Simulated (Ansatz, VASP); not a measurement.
# Rh: VASP beside Ansatz

File INCAR:

```
SYSTEM = Rh
PREC = Accurate
ENCUT = 520
EDIFF = 1E-6
ISMEAR = -1
SIGMA = 0.05
LREAL = .FALSE.
LASPH = .TRUE.
NELM = 100
ALGO = Normal
ISIF = 2
LWAVE = .FALSE.
LCHARG = .FALSE.
NBANDS = 14
```

File KPOINTS:

```
regular mesh
0
G
  12 12 12
  0 0 0
```

Contents of POSCAR:

```
Rh
1.0
    0.0000000000      1.8722002341      1.8722002341
    1.8722002341      0.0000000000      1.8722002341
    1.8722002341      1.8722002341      0.0000000000
Rh
1
Direct
    0.0000000000      0.0000000000      0.0000000000
```

input.yaml

```yaml
crystal:
  lattice:
    - [0.0, 1.8722002341, 1.8722002341]
    - [1.8722002341, 0.0, 1.8722002341]
    - [1.8722002341, 1.8722002341, 0.0]
  atoms:
    - { symbol: Rh, position: [0.0, 0.0, 0.0] }
kpoints:
  mp_grid: { grid: [12, 12, 12] }
scf:
  occupations: { method: fermi_dirac, width: 0.05 }
hamiltonian:
  xc: lda
  pseudopotentials: { kind: all_electron, lapw: { basis_error: 0.001 } }
output:
  forces: true
  stress: true
  eigenvalues: true
```

Change from the starting cell: volume scaled by 0.96.

Alike in both runs: task single point; functional LDA; k mesh 12 × 12 × 12; occupations fermi-dirac, width 0.05 eV; no spin polarisation.

|  | VASP | Ansatz |
| --- | --- | --- |
| version | VASP 6.6.1 | Ansatz 0.2.0 |
| potentials or method | VASP PAW LDA potentials, release 64 (Rh_pv), cutoff 520 eV | all-electron LAPW, scalar-relativistic |

```tsv
	VASP	Ansatz	Ansatz less VASP
gap on the k mesh at the Fermi level (eV)	none	none	-
pressure (GPa)	3.2	2.3	-0.90
```

LDA's correlation is that of Perdew and Zunger in VASP and of Perdew and Wang (1992) in Ansatz. A gap of «none» marks a metal or a gap that the smearing closes. Ansatz ran all-electron here, and VASP with PAW potentials.
